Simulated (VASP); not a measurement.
# GaAs in VASP: further runs

GaAs is run at these levels: PBE; tasks: single point.

Program: VASP 6.6.1. These are calculated values, not measurements. Logs are shortened: lines on timing, memory, paths and dates and some standing lists are left out, and cuts for length are marked.

## (1) The cell of the first run

Symmetry: I-4m2, No. 119, tetragonal system. Conventional cell: a = 4.118 Å, b = 4.118 Å, c = 5.654 Å, α = 90.00°, β = 90.00°, γ = 90.00°. Within 3.3 Å of Ga (site symmetry -4m2) lie 4 As at 2.50 Å. Within 3.3 Å of As (site symmetry -4m2) lie 4 Ga at 2.50 Å.

## (2) Single point, PBE (equal xx and yy strain of +3 %)

Input file INCAR:

```
PREC     = Accurate       # precision mode
ENCUT    = 520            # plane-wave cutoff, eV
EDIFF    = 1E-6           # SCF threshold, eV
ISMEAR   = -1             # smearing method
SIGMA    = 0.05           # smearing width, eV
LREAL    = False          # projectors in reciprocal space
LASPH    = True           # aspherical terms in the spheres
NELM     = 80             # most SCF steps
ALGO     = Normal         # electronic algorithm
ISIF     = 2              # what is computed and relaxed
LWAVE    = False          # write WAVECAR
LCHARG   = False          # write CHGCAR
GGA      = PE             # functional
NBANDS   = 16             # bands
```

Input file KPOINTS:

```
regular mesh
0
Gamma
  11 11 11
```

Input file POSCAR:

```
GaAs
1.0
    0.0000000000      2.9116555000      2.8268500000
    2.9116555000      0.0000000000      2.8268500000
    2.9116555000      2.9116555000      0.0000000000
Ga As
1 1
Direct
    0.0000000000      0.0000000000      0.0000000000
    0.7500000000      0.7500000000      0.7500000000
```

Potentials or basis: VASP PAW PBE potentials, release 64 (Ga_d, As).

Started as:

```bash
$ cat potpaw_PBE.64/Ga_d/POTCAR potpaw_PBE.64/As/POTCAR > POTCAR
$ mpirun -np 1 vasp_std > vasp.out
```

OUTCAR:

```text
PREC = Accurate
   ENCUT = 520
   EDIFF = 1E-6
   ISMEAR = -1
   LREAL = False
   LASPH = True
   NELM = 80
   ISIF = 2
   GGA = PE

 ion  position               nearest neighbor table
   1  0.000  0.000  0.000-   2 2.50   2 2.50   2 2.50   2 2.50
   2  0.750  0.750  0.750-   1 2.50   1 2.50   1 2.50   1 2.50

  LATTYP: Found a body centered tetragonal cell.
 ALAT       =     4.1177026971
 C/A-ratio  =     1.3730228761

  Lattice vectors:

 A1 = (   0.0000000000,  -2.9116555000,  -2.8268500000)
 A2 = (   0.0000000000,   2.9116555000,  -2.8268500000)
 A3 = (   2.9116555000,   0.0000000000,   2.8268500000)

Analysis of symmetry for initial positions (statically):
=====================================================================
 Subroutine PRICEL returns:
 Original cell was already a primitive cell.

 Routine SETGRP: Setting up the symmetry group for a
 body centered tetragonal supercell.

 Subroutine GETGRP returns: Found  8 space group operations
 (whereof  8 operations were pure point group operations)
 out of a pool of 16 trial point group operations.

The static configuration has the point symmetry D_2d.

Analysis of symmetry for dynamics (positions and initial velocities):
=====================================================================
 Subroutine PRICEL returns:
 Original cell was already a primitive cell.

 Routine SETGRP: Setting up the symmetry group for a
 body centered tetragonal supercell.

 Subroutine GETGRP returns: Found  8 space group operations
 (whereof  8 operations were pure point group operations)
 out of a pool of 16 trial point group operations.

The dynamic configuration has the point symmetry D_2d.

 Subroutine INISYM returns: Found  8 space group operations
 (whereof  8 operations are pure point group operations),
 and found     1 'primitive' translations

----------------------------------------------------------------------------------------

                                     Primitive cell

  volume of cell :      47.9306

  direct lattice vectors                    reciprocal lattice vectors
     0.000000000  2.911655500  2.826850000    -0.171723612  0.171723612  0.176875321
     2.911655500  0.000000000  2.826850000     0.171723612 -0.171723612  0.176875321
     2.911655500  2.911655500  0.000000000     0.171723612  0.171723612 -0.176875321

  length of vectors
     4.058179231  4.058179231  4.117702697     0.300437809  0.300437809  0.300437809

  position of ions in fractional coordinates (direct lattice)
     0.000000000  0.000000000  0.000000000
     0.750000000  0.750000000  0.750000000

  ion indices of the primitive-cell ions
   primitive index   ion index
                 1           1
                 2           2

----------------------------------------------------------------------------------------

 KPOINTS: regular mesh

Automatic generation of k-mesh.
 Grid dimensions read from file:
 generate k-points for:   11   11   11

 Generating k-lattice:

  Cartesian coordinates                     Fractional coordinates (reciprocal lattice)
    -0.015611237  0.015611237  0.016079575     0.090909091  0.000000000  0.000000000
     0.015611237 -0.015611237  0.016079575     0.000000000  0.090909091  0.000000000
     0.015611237  0.015611237 -0.016079575    -0.000000000 -0.000000000  0.090909091

  Length of vectors
     0.027312528  0.027312528  0.027312528

  Shift w.r.t. Gamma in fractional coordinates (k-lattice)
     0.000000000  0.000000000  0.000000000

 Subroutine IBZKPT returns following result:
 ===========================================

 Found    126 irreducible k-points:

 Following reciprocal coordinates:
            Coordinates               Weight
  0.000000  0.000000  0.000000      1.000000
  0.090909 -0.000000  0.000000      8.000000
  0.181818 -0.000000  0.000000      8.000000
  0.272727 -0.000000  0.000000      8.000000
  0.363636  0.000000  0.000000      8.000000
  0.454545  0.000000  0.000000      8.000000
[... 16 lines left out ...]
 -0.272727  0.181818  0.000000      8.000000
 -0.181818  0.181818  0.000000      4.000000
 [... further k-points ...]
   k-points           NKPTS =    126   k-points in BZ     NKDIM =    126   number of bands    NBANDS=     16
   number of dos      NEDOS =    301   number of ions     NIONS =      2
   total plane-waves  NPLWV =  28800
   dimension x,y,z NGX =    30 NGY =   30 NGZ =   32
   dimension x,y,z NGXF=    60 NGYF=   60 NGZF=   64
   ions per type =               1   1
   NGX,Y,Z   is equivalent  to a cutoff of  12.29, 12.29, 12.92 a.u.
   NGXF,Y,Z  is equivalent  to a cutoff of  24.58, 24.58, 25.84 a.u.
 SYSTEM =  unknown system
   PREC   = accura    normal or accurate (medium, high low for compatibility)
   ISTART =      0    job   : 0-new  1-cont  2-samecut
   ICHARG =      2    charge: 1-file 2-atom 10-const
   ISPIN  =      1    spin polarized calculation?
   LNONCOLLINEAR =      F non collinear calculations
   LSORBIT =      F    spin-orbit coupling
   LASPH  =      T    aspherical Exc in radial PAW
   ENCUT  =  520.0 eV  38.22 Ry    6.18 a.u.   7.55  7.55  7.66*2*pi/ulx,y,z
   NELM   =     80;   NELMIN=  2; NELMDL= -5     # of ELM steps
   EDIFF  = 0.1E-05   stopping-criterion for ELM
   LREAL  =      F    real-space projection
   EDIFFG = 0.1E-04   stopping-criterion for IOM
   NSW    =      0    number of steps for IOM
   IBRION =     -1    ionic relax: 0-MD 1-quasi-New 2-CG
   NFREE  =      0    steps in history (QN), initial steepest desc. (CG)
   ISIF   =      2    stress and relaxation
   ISYM   =      2    0-nonsym 1-usesym 2-fastsym
   POTIM  = 0.5000    time-step for ionic-motion
   TEBEG  =    0.0;   TEEND  =   0.0 temperature during run
   PSTRESS=    0.0 pullay stress
   NELECT =      18.0000    total number of electrons
   NUPDOWN=      -1.0000    fix difference up-down
   EMIN   =  10.00;   EMAX   =-10.00  energy-range for DOS
   EFERMI =   0.00;   METHOD = LEGACY
   ISMEAR =    -1;   SIGMA  =   0.05  broadening in eV -4-tet -1-fermi 0-gaus
   EFERMI_NEDOS =   21; number of points for ismear=-14 and -15
   IALGO  =     38    algorithm
   IMIX   =      4    mixing-type and parameters
     AMIX     =   0.40;   BMIX     =  1.00
     AMIX_MAG =   1.60;   BMIX_MAG =  1.00
  volume/ion in A,a.u.               =      23.97       161.73
  Fermi-wavevector in a.u.,A,eV,Ry     =   1.181122  2.231997 18.980796  1.395049
  Thomas-Fermi vector in A             =   2.317401
   LORBIT       =      0    0 simple, 1 ext, 2 COOP (PROOUT), +10 PAW based schemes
   GGA     = PE    functional components
   LHFCALC =     F    Hartree Fock is set to
   AEXX    =    0.0000 exact exchange contribution
   IVDW    =     0    specifies the selected vdW correction
   LEPSILON=     F    determine dielectric tensor
   LRPA    =     F    only Hartree local field effects (RPA)
 non-spin polarized calculation
  energy-cutoff  :      520.00
  volume of cell :       47.93
 maximum number of plane-waves:      1312
 NGX is ok and might be reduce to    30
   NGX = 15   NGY = 15   NGZ = 15

 number of electron      17.9999994 magnetization

 Free energy of the ion-electron system (eV)
  ---------------------------------------------------
  ext. energy  EPLUGINS =         0.00000000
  ---------------------------------------------------
  free energy    TOTEN  =        -8.27073769 eV

  energy without entropy =       -8.27050762  energy(sigma->0) =       -8.27062266

 E-fermi :   3.5205     XC(G=0):  -9.3261

 val. band max:        3.4953186864   @ k =   0.0000   0.0000   0.0000
 cond. band min:       4.2383550942   @ k =   0.4545   0.0000   0.0000
 fundamental gap:      0.7430364077
 Fermi energy:         3.5205001909

 k-point     1 :       0.0000    0.0000    0.0000
  band No.  band energies     occupation
      1     -11.3189      2.00000
      2     -11.3189      2.00000
      3     -11.3117      2.00000
      4     -11.2539      2.00000
      5     -11.2481      2.00000
      6      -8.9223      2.00000
[... 8 lines left out ...]
     15      13.1008      0.00000
     16      13.6133      0.00000

 k-point     2 :       0.0909   -0.0000    0.0000
  band No.  band energies     occupation
      1     -11.3229      2.00000
      2     -11.3173      2.00000
      3     -11.3116      2.00000
      4     -11.2541      2.00000
      5     -11.2481      2.00000
      6      -8.8333      2.00000
[... 8 lines left out ...]
     15      12.6017      0.00000
     16      12.9946      0.00000

 k-point     3 :       0.1818   -0.0000    0.0000
  band No.  band energies     occupation
      1     -11.3364      2.00000
      2     -11.3132      2.00000
      3     -11.3084      2.00000
      4     -11.2542      2.00000
      5     -11.2479      2.00000
      6      -8.5757      2.00000
[... 8 lines left out ...]
     15      12.1740      0.00000
     16      12.5069      0.00000

 k-point     4 :       0.2727   -0.0000    0.0000
  band No.  band energies     occupation
      1     -11.3536      2.00000
      2     -11.3085      2.00000
      3     -11.3040      2.00000
      4     -11.2539      2.00000
      5     -11.2469      2.00000
      6      -8.1820      2.00000
[... 8 lines left out ...]
     15      12.3940      0.00000
     16      12.5563      0.00000
[... 324 lines left out ...]
 k-point    22 :      -0.3636    0.1818    0.0000
  band No.  band energies     occupation
      1     -11.3804      2.00000
      2     -11.2971      2.00000
      3     -11.2958      2.00000
      4     -11.2548      2.00000
      5     -11.2462      2.00000
      6      -7.2478      2.00000
[... 8 lines left out ...]
     15      12.7352      0.00000
     16      14.7608      0.00000

 k-point    23 :      -0.2727    0.1818    0.0000
  band No.  band energies     occupation
      1     -11.3716      2.00000
      2     -11.3012      2.00000
      3     -11.2969      2.00000
      4     -11.2530      2.00000
      5     -11.2487      2.00000
      6      -7.6375      2.00000
[... 8 lines left out ...]
     15      13.5508      0.00000
     16      15.0032      0.00000

 k-point    24 :      -0.1818    0.1818    0.0000
  band No.  band energies     occupation
      1     -11.3594      2.00000
      2     -11.3066      2.00000
      3     -11.2991      2.00000
      4     -11.2524      2.00000
      5     -11.2498      2.00000
      6      -8.0592      2.00000
[... 8 lines left out ...]
     15      13.2580      0.00000
     16      14.0355      0.00000

 [... further k-points ...]
[... 5 lines left out ...]
  --------------------------------------------------------------------------------------
  -------------------------------------------------------------------------------------
  Total       -0.3044505     -0.3044505      0.1729667      0.0000000      0.0000000      0.0000000
  in kB      -10.1768784    -10.1768784      5.7817646      0.0000000      0.0000000      0.0000000
  external PRESSURE =      -4.8573307 kB  Pullay stress =       0.0000000 kB

 VOLUME and BASIS-vectors are now :
 -----------------------------------------------------------------------------
  energy-cutoff  :      520.00
  volume of cell :       47.93
      direct lattice vectors                 reciprocal lattice vectors
     0.000000000  2.911655500  2.826850000    -0.171723612  0.171723612  0.176875321
     2.911655500  0.000000000  2.826850000     0.171723612 -0.171723612  0.176875321
     2.911655500  2.911655500  0.000000000     0.171723612  0.171723612 -0.176875321

 POSITION                                       TOTAL-FORCE (eV/Angst)
 -----------------------------------------------------------------------------------
      0.00000      0.00000      0.00000         0.000000      0.000000      0.000000
      4.36748      4.36748      4.24027        -0.000000     -0.000000     -0.000000
 -----------------------------------------------------------------------------------
    total drift:                               -0.000001     -0.000001     -0.000006

  FREE ENERGIE OF THE ION-ELECTRON SYSTEM (eV)
  ---------------------------------------------------
  free  energy   TOTEN  =        -8.2707376920 eV

  energy  without entropy=       -8.2705076244  energy(sigma->0) =       -8.27062266
```

It took 82 s on 1 thread of Intel Xeon Platinum 8488C (Sapphire Rapids), shared host; peak memory 0.24 GiB.

What came out:

```
Free energy : -8.2707 eV
Pressure    : -0.5 GPa
```

Stress tensor (GPa, compression positive):
```
-1.02  0.00  0.00
 0.00 -1.02  0.00
 0.00  0.00  0.58
```

Caveat: the cell differs from its parent crystal (equal xx and yy strain of +3 %).

## (3) Single point, PBE

This run uses another cell than the first one, of 22.59 Å³/atom, 0.943 times its volume.

Input file INCAR:

```
PREC = Accurate
ENCUT = 520
EDIFF = 1E-6
ISMEAR = -1
SIGMA = 0.05
LREAL = False
LASPH = True
NELM = 80
ALGO = Normal
ISIF = 2
LWAVE = False
LCHARG = True
GGA = PE
LELF = True
LVHAR = True
NBANDS = 16
```

KPOINTS is that of step 2.

Input file POSCAR:

```
GaAs
1.0
    0.0000000000      2.8268500000      2.8268500000
    2.8268500000      0.0000000000      2.8268500000
    2.8268500000      2.8268500000      0.0000000000
Ga As
1 1
Direct
    0.0000000000      0.0000000000      0.0000000000
    0.7500000000      0.7500000000      0.7500000000
```

Potentials or basis: VASP PAW PBE potentials, release 64 (Ga_d, As).

Started as:

```bash
$ cat potpaw_PBE.64/Ga_d/POTCAR potpaw_PBE.64/As/POTCAR > POTCAR
$ mpirun -np 1 vasp_std > vasp.out
```

OUTCAR:

```text
PREC = Accurate
   ENCUT = 520
   EDIFF = 1E-6
   ISMEAR = -1
   LREAL = False
   LASPH = True
   NELM = 80
   ISIF = 2
   GGA = PE

 ion  position               nearest neighbor table
   1  0.000  0.000  0.000-   2 2.45   2 2.45   2 2.45   2 2.45
   2  0.750  0.750  0.750-   1 2.45   1 2.45   1 2.45   1 2.45

  LATTYP: Found a face centered cubic cell.
 ALAT       =     5.6537000000

  Lattice vectors:

 A1 = (   0.0000000000,   2.8268500000,   2.8268500000)
 A2 = (   2.8268500000,   0.0000000000,   2.8268500000)
 A3 = (   2.8268500000,   2.8268500000,   0.0000000000)
[... 624 lines left out ...]
      4     -10.7988      2.00000
      5     -10.7937      2.00000
      6      -7.8369      2.00000
[... 8 lines left out ...]
     15      14.1654      0.00000
     16      14.8733      0.00000

 [... further k-points ...]
[... 5 lines left out ...]
  --------------------------------------------------------------------------------------
  -------------------------------------------------------------------------------------
  Total        0.9777453      0.9777453      0.9777453      0.0000000      0.0000000      0.0000000
  in kB       34.6735278     34.6735278     34.6735278      0.0000000      0.0000000      0.0000000
  external PRESSURE =      34.6735278 kB  Pullay stress =       0.0000000 kB

 VOLUME and BASIS-vectors are now :
 -----------------------------------------------------------------------------
  energy-cutoff  :      520.00
  volume of cell :       45.18
      direct lattice vectors                 reciprocal lattice vectors
     0.000000000  2.826850000  2.826850000    -0.176875321  0.176875321  0.176875321
     2.826850000  0.000000000  2.826850000     0.176875321 -0.176875321  0.176875321
     2.826850000  2.826850000  0.000000000     0.176875321  0.176875321 -0.176875321

 POSITION                                       TOTAL-FORCE (eV/Angst)
 -----------------------------------------------------------------------------------
      0.00000      0.00000      0.00000        -0.000000     -0.000000     -0.000000
      4.24027      4.24027      4.24027         0.000000      0.000000      0.000000
 -----------------------------------------------------------------------------------
    total drift:                               -0.000002     -0.000002     -0.000002

  FREE ENERGIE OF THE ION-ELECTRON SYSTEM (eV)
  ---------------------------------------------------
  free  energy   TOTEN  =        -8.2514662285 eV

  energy  without entropy=       -8.2514540655  energy(sigma->0) =       -8.25146015
```

stdout:

```text
POSCAR found type information on POSCAR GaAs
 POSCAR found :  2 types and       2 ions
 scaLAPACK will be used
 LDA part: xc-table for (Slater+PW92), standard interpolation
 POSCAR, INCAR and KPOINTS ok, starting setup
 FFT: planning ... GRIDC
 FFT: planning ... GRID_SOFT
 FFT: planning ... GRID
 WAVECAR not read
 entering main loop
```

Run time: 71 s. Hardware: 1 thread of Intel Xeon 8259CL, shared host; peak memory 0.19 GiB.

Results:

| Property | Result |
| --- | --- |
| Free energy | -8.2515 eV |
| Pressure | 3.5 GPa |
| Band gap on the k mesh | 0.52 eV, direct |

Levels at points of the mesh, in eV from the valence-band top:
```csv
k point,band 5,band 6,band 7,band 8,band 9,band 10,band 11,band 12,band 13,band 14
"(0.00, 0.00, 0.00)",-14.73,-12.73,0.00,0.00,0.00,0.52,3.73,3.73,3.73,7.59
```

A k mesh can miss the band edges. As with any semilocal functional, this PBE gap is likely too small.

[end of part 1 of 2]
